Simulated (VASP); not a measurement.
# KTaO3 (Pm-3m) in VASP: notebook

The runs below take KTaO3 through single point, relaxation of cell and atoms, with PBEsol.

Program: VASP 6.6.1. These are calculated values, not measurements. Logs are shortened: lines on timing, memory, paths and dates and some standing lists are left out, and cuts for length are marked.

### 1 The cell of the first run

The structure is cubic, space group Pm-3m (No. 221). Conventional cell: a = 3.985 Å, b = 3.985 Å, c = 3.985 Å, α = 90.00°, β = 90.00°, γ = 90.00°. Within 3.7 Å of K (site symmetry m-3m) lie 12 O at 2.82 Å and 8 Ta at 3.45 Å. Within 2.6 Å of Ta (site symmetry m-3m) lie 6 O at 1.99 Å. O (site symmetry 4/mmm) has 2 Ta at 1.99 Å within 2.6 Å.

### 2 Single point, PBEsol

INCAR reads:

```
SYSTEM = KTaO3
PREC = Accurate ; ENCUT = 520
EDIFF = 1E-6 ; ISMEAR = 0
SIGMA = 0.02 ; LREAL = .FALSE.
LASPH = .TRUE. ; NELM = 80
ALGO = Normal ; ISIF = 2
LWAVE = .FALSE. ; LCHARG = .TRUE.
GGA = PS ; LELF = .TRUE.
LVHAR = .TRUE. ; NBANDS = 27
```

KPOINTS reads:

```
Automatic mesh
0
G
  8 8 8
  0 0 0
```

POSCAR reads:

```
KTaO3
1.0
   -3.9853843277      0.0000000000      0.0000000000
    0.0000000000     -3.9853843277      0.0000000000
    0.0000000000      0.0000000000      3.9853843277
K Ta O
1 1 3
Direct
    0.5000000000      0.5000000000      0.5000000000
    0.0000000000      0.0000000000      0.0000000000
    0.5000000000      0.0000000000      0.0000000000
    0.0000000000      0.5000000000      0.0000000000
    0.0000000000      0.0000000000      0.5000000000
```

Potentials or basis: VASP PAW PBE potentials, release 64 (K_sv, Ta_pv, O).

The run is started by

```
cat potpaw_PBE.64/K_sv/POTCAR potpaw_PBE.64/Ta_pv/POTCAR potpaw_PBE.64/O/POTCAR > POTCAR
mpirun -np 1 vasp_std > vasp.out
```

OUTCAR:

```text
SYSTEM = KTaO3
   PREC = Accurate
   ENCUT = 520
   EDIFF = 1E-6
   ISMEAR = 0
   LREAL = .FALSE.
   LASPH = .TRUE.
   NELM = 80
   ISIF = 2
   GGA = PS

 ion  position               nearest neighbor table
   1  0.500  0.500  0.500-   3 2.82   4 2.82   5 2.82   3 2.82   4 2.82   3 2.82   5 2.82   3 2.82
                             4 2.82   5 2.82   4 2.82   5 2.82   2 3.45   2 3.45   2 3.45   2 3.45
   2  0.000  0.000  0.000-   3 1.99   4 1.99   5 1.99   5 1.99   4 1.99   3 1.99   1 3.45   1 3.45
                             1 3.45   1 3.45   1 3.45   1 3.45   1 3.45   1 3.45
   3  0.500  0.000  0.000-   2 1.99   2 1.99   1 2.82   1 2.82   1 2.82   1 2.82
   4  0.000  0.500  0.000-   2 1.99   2 1.99   1 2.82   1 2.82   1 2.82   1 2.82
   5  0.000  0.000  0.500-   2 1.99   2 1.99   1 2.82   1 2.82   1 2.82   1 2.82

  LATTYP: Found a simple cubic cell.
 ALAT       =     3.9853843277

  Lattice vectors:

 A1 = (  -3.9853843277,   0.0000000000,   0.0000000000)
 A2 = (   0.0000000000,  -3.9853843277,   0.0000000000)
 A3 = (   0.0000000000,   0.0000000000,   3.9853843277)

Analysis of symmetry for initial positions (statically):
=====================================================================
 Subroutine PRICEL returns:
 Original cell was already a primitive cell.

 Routine SETGRP: Setting up the symmetry group for a
 simple cubic supercell.

 Subroutine GETGRP returns: Found 48 space group operations
 (whereof 48 operations were pure point group operations)
 out of a pool of 48 trial point group operations.

The static configuration has the point symmetry O_h .

Analysis of symmetry for dynamics (positions and initial velocities):
=====================================================================
 Subroutine PRICEL returns:
 Original cell was already a primitive cell.

 Routine SETGRP: Setting up the symmetry group for a
 simple cubic supercell.

 Subroutine GETGRP returns: Found 48 space group operations
 (whereof 48 operations were pure point group operations)
 out of a pool of 48 trial point group operations.

The dynamic configuration has the point symmetry O_h .

 Subroutine INISYM returns: Found 48 space group operations
 (whereof 48 operations are pure point group operations),
 and found     1 'primitive' translations

[... 94 lines left out ...]
   ISPIN  =      1    spin polarized calculation?
   LNONCOLLINEAR =      F non collinear calculations
   LSORBIT =      F    spin-orbit coupling
   LASPH  =      T    aspherical Exc in radial PAW
   ENCUT  =  520.0 eV  38.22 Ry    6.18 a.u.   7.41  7.41  7.41*2*pi/ulx,y,z
   NELM   =     80;   NELMIN=  2; NELMDL= -5     # of ELM steps
   EDIFF  = 0.1E-05   stopping-criterion for ELM
   LREAL  =      F    real-space projection
   EDIFFG = 0.1E-04   stopping-criterion for IOM
   NSW    =      0    number of steps for IOM
   IBRION =     -1    ionic relax: 0-MD 1-quasi-New 2-CG
   NFREE  =      0    steps in history (QN), initial steepest desc. (CG)
   ISIF   =      2    stress and relaxation
   ISYM   =      2    0-nonsym 1-usesym 2-fastsym
   POTIM  = 0.5000    time-step for ionic-motion
   TEBEG  =    0.0;   TEEND  =   0.0 temperature during run
   PSTRESS=    0.0 pullay stress
   NELECT =      38.0000    total number of electrons
   NUPDOWN=      -1.0000    fix difference up-down
   EMIN   =  10.00;   EMAX   =-10.00  energy-range for DOS
   EFERMI =   0.00;   METHOD = LEGACY
   ISMEAR =     0;   SIGMA  =   0.02  broadening in eV -4-tet -1-fermi 0-gaus
   EFERMI_NEDOS =   21; number of points for ismear=-14 and -15
   IALGO  =     38    algorithm
   IMIX   =      4    mixing-type and parameters
     AMIX     =   0.40;   BMIX     =  1.00
     AMIX_MAG =   1.60;   BMIX_MAG =  1.00
  volume/ion in A,a.u.               =      12.66        85.44
  Fermi-wavevector in a.u.,A,eV,Ry     =   1.381017  2.609744 25.949155  1.907209
  Thomas-Fermi vector in A             =   2.505841
   LORBIT       =      0    0 simple, 1 ext, 2 COOP (PROOUT), +10 PAW based schemes
   GGA     = PS    functional components
   LHFCALC =     F    Hartree Fock is set to
   AEXX    =    0.0000 exact exchange contribution
   IVDW    =     0    specifies the selected vdW correction
   LEPSILON=     F    determine dielectric tensor
   LRPA    =     F    only Hartree local field effects (RPA)
 non-spin polarized calculation
 Gauss-broadening in eV      SIGMA  =   0.02
  energy-cutoff  :      520.00
  volume of cell :       63.30
 maximum number of plane-waves:      1743
 NGX is ok and might be reduce to    30
   NGX = 15   NGY = 15   NGZ = 15

 number of electron      37.9999976 magnetization

 Free energy of the ion-electron system (eV)
  ---------------------------------------------------
  ext. energy  EPLUGINS =         0.00000000
  ---------------------------------------------------
  free energy    TOTEN  =       -42.92058292 eV

  energy without entropy =      -42.92058292  energy(sigma->0) =      -42.92058292

 E-fermi :   1.7931     XC(G=0): -11.1510

 val. band max:        1.6780602312   @ k =   0.5000   0.5000   0.5000
 cond. band min:       3.7673339836   @ k =   0.0000   0.0000   0.0000
 fundamental gap:      2.0892737523
 Fermi energy:         1.7930779126

 k-point     1 :       0.0000    0.0000    0.0000
  band No.  band energies     occupation
      1     -32.3761      2.00000
      2     -32.3761      2.00000
      3     -32.3761      2.00000
      4     -25.4388      2.00000
      5     -15.8152      2.00000
      6     -15.0875      2.00000
[... 709 lines left out ...]
     26      12.3414      0.00000
     27      12.4100      0.00000

 [... further k-points ...]
[... 5 lines left out ...]
  --------------------------------------------------------------------------------------
  -------------------------------------------------------------------------------------
  Total        0.2878253      0.2878253      0.2878253     -0.0000000      0.0000000     -0.0000000
  in kB        7.2849889      7.2849889      7.2849889     -0.0000000      0.0000000     -0.0000000
  external PRESSURE =       7.2849889 kB  Pullay stress =       0.0000000 kB

 VOLUME and BASIS-vectors are now :
 -----------------------------------------------------------------------------
  energy-cutoff  :      520.00
  volume of cell :       63.30
      direct lattice vectors                 reciprocal lattice vectors
    -3.985384328  0.000000000  0.000000000    -0.250916830  0.000000000  0.000000000
     0.000000000 -3.985384328  0.000000000     0.000000000 -0.250916830  0.000000000
     0.000000000  0.000000000  3.985384328     0.000000000  0.000000000  0.250916830

 POSITION                                       TOTAL-FORCE (eV/Angst)
 -----------------------------------------------------------------------------------
     -1.99269     -1.99269      1.99269         0.000000      0.000000      0.000000
      0.00000      0.00000      0.00000         0.000000      0.000000      0.000000
     -1.99269      0.00000      0.00000         0.000000      0.000000      0.000000
      0.00000     -1.99269      0.00000         0.000000      0.000000      0.000000
      0.00000      0.00000      1.99269         0.000000      0.000000      0.000000
 -----------------------------------------------------------------------------------
    total drift:                               -0.000000      0.000000      0.000000

  FREE ENERGIE OF THE ION-ELECTRON SYSTEM (eV)
  ---------------------------------------------------
  free  energy   TOTEN  =       -42.9205829214 eV

  energy  without entropy=      -42.9205829214  energy(sigma->0) =      -42.92058292
```

OSZICAR:

```text
N       E                     dE             d eps       ncg     rms          rms(c)
DAV:   1     0.315347342556E+03    0.31535E+03   -0.20590E+04  1890   0.141E+03
DAV:   2    -0.318713636003E+02   -0.34722E+03   -0.33698E+03  2223   0.404E+02
DAV:   3    -0.501227232910E+02   -0.18251E+02   -0.18166E+02  2608   0.896E+01
DAV:   4    -0.507224897496E+02   -0.59977E+00   -0.59871E+00  3180   0.104E+01
DAV:   5    -0.507252319314E+02   -0.27422E-02   -0.27420E-02  2494   0.729E-01    0.340E+01
DAV:   6    -0.432042792943E+02    0.75210E+01   -0.31111E+01  2277   0.377E+01    0.134E+01
DAV:   7    -0.430053070930E+02    0.19897E+00   -0.17488E+00  2436   0.833E+00    0.939E+00
DAV:   8    -0.429402297931E+02    0.65077E-01   -0.39004E-01  2207   0.512E+00    0.281E+00
DAV:   9    -0.429223793967E+02    0.17850E-01   -0.32622E-02  2312   0.143E+00    0.425E-01
DAV:  10    -0.429206077229E+02    0.17717E-02   -0.13617E-02  2556   0.756E-01    0.823E-02
DAV:  11    -0.429205635120E+02    0.44211E-04   -0.10322E-03  2503   0.201E-01    0.301E-02
DAV:  12    -0.429205814790E+02   -0.17967E-04   -0.40918E-05  2544   0.541E-02    0.857E-03
DAV:  13    -0.429205830010E+02   -0.15220E-05   -0.67210E-06  2462   0.201E-02    0.614E-03
DAV:  14    -0.429205829214E+02    0.79641E-07   -0.12856E-06  1836   0.719E-03
   1 F= -.42920583E+02 E0= -.42920583E+02  d E =-.302149E-18
```

stdout:

```text
POSCAR found type information on POSCAR K TaO
 POSCAR found :  3 types and       5 ions
 scaLAPACK will be used
 -----------------------------------------------------------------------------
|                                                                             |
|                                                                             |
|     You enforced a specific xc type in the INCAR file but a different       |
|     I HOPE YOU KNOW WHAT YOU ARE DOING!                                     |
|                                                                             |
 -----------------------------------------------------------------------------

 LDA part: xc-table for (Slater+PW92), standard interpolation
 POSCAR, INCAR and KPOINTS ok, starting setup
 FFT: planning ... GRIDC
 FFT: planning ... GRID_SOFT
 FFT: planning ... GRID
 WAVECAR not read
 entering main loop
```

Run time: 25 s. Hardware: 1 thread of Intel Xeon Platinum 8481C at 2.70GHz (Sapphire Rapids), shared host; peak memory 0.2 GiB.

What came out:

| Property | Result |
| --- | --- |
| Free energy | -42.9206 eV |
| Pressure | 0.7 GPa |
| Band gap on the k mesh | 2.09 eV, indirect (least direct gap 2.71 eV) |

Caveat: the PAW data sets were made with another functional, which shifts forces and pressure a little; spin-orbit coupling is left out, which moves the levels of the heavy elements.

### 3 Relaxation of cell and atoms, PBEsol

This run uses another cell than the first one, of 12.69 Å³/atom, 1.002 times its volume.

INCAR reads:

```
SYSTEM = KTaO3
ALGO = Normal ; EDIFF = 1E-6
EDIFFG = -0.005 ; ENCUT = 600
GGA = PS ; IBRION = 2
ISIF = 3 ; ISMEAR = 0
LASPH = .TRUE. ; LCHARG = .FALSE.
LREAL = .FALSE. ; LWAVE = .FALSE.
NELM = 80 ; NSW = 100
PREC = Accurate ; SIGMA = 0.02
```

KPOINTS reads:

```
k-points
0
G
  8 8 8
  0 0 0
```

POSCAR: that of step 2 with these lines changed.

```diff
@@ -2,5 +2,5 @@
 1.0
-   -3.9853843277      0.0000000000      0.0000000000
-    0.0000000000     -3.9853843277      0.0000000000
-    0.0000000000      0.0000000000      3.9853843277
+   -3.9883000000      0.0000000000      0.0000000000
+    0.0000000000     -3.9883000000      0.0000000000
+    0.0000000000      0.0000000000      3.9883000000
 K Ta O
```

Potentials or basis: VASP PAW PBE potentials, release 64 (K_sv, Ta_pv, O).

The run is started by

```
cat potpaw_PBE.64/K_sv/POTCAR potpaw_PBE.64/Ta_pv/POTCAR potpaw_PBE.64/O/POTCAR > POTCAR
mpirun -np 1 vasp_std > vasp.out
```

Wall time 36 s (1 thread of Intel Xeon Platinum 8481C at 2.70GHz (Sapphire Rapids), shared host); peak memory 0.23 GiB.

The run converged. Its results:

```yaml
Free_energy: -42.9284 eV
Relaxed_volume: 12.70 Å³/atom
Relaxed_cell: a = 3.989 Å, b = 3.989 Å, c = 3.989 Å, α = 90.00°, β = 90.00°, γ = 90.00°
Space_group_after_relaxing_to_0.05_Å: Pm-3m (No. 221)
Energy_gained_by_relaxing: 0.0 meV/atom
Ionic_steps: 3
Pressure_after_relaxing: 0.0 GPa
Band_gap_on_the_k_mesh: 2.09 eV, indirect (least direct gap 2.71 eV)
```

Final structure:
```yaml
crystal:
  lattice:
    - [-3.98907, 0.00000, 0.00000]
    - [0.00000, -3.98907, 0.00000]
    - [0.00000, 0.00000, 3.98907]
  atoms:
    - { symbol: K, position: [0.50000, 0.50000, 0.50000] }
    - { symbol: Ta, position: [0.00000, 0.00000, 0.00000] }
    - { symbol: O, position: [0.50000, 0.00000, 0.00000] }
    - { symbol: O, position: [0.00000, 0.50000, 0.00000] }
    - { symbol: O, position: [0.00000, 0.00000, 0.50000] }
```

Levels at points of the mesh, in eV from the valence-band top:
```
           k point  band 17  band 18  band 19  band 20  band 21  band 22
(0.00, 0.00, 0.00)    -0.62    -0.62    -0.62     2.09     2.09     2.09
(0.50, 0.00, 0.00)    -1.55    -0.85    -0.85     2.25     4.98     4.98
(0.50, 0.50, 0.00)    -1.45    -1.45    -0.04     5.02     5.02     6.31
(0.50, 0.50, 0.50)     0.00     0.00     0.00     6.45     6.45     6.45
```

Caveat: the PAW data sets were made with another functional, which shifts forces and pressure a little; spin-orbit coupling is left out, which moves the levels of the heavy elements.
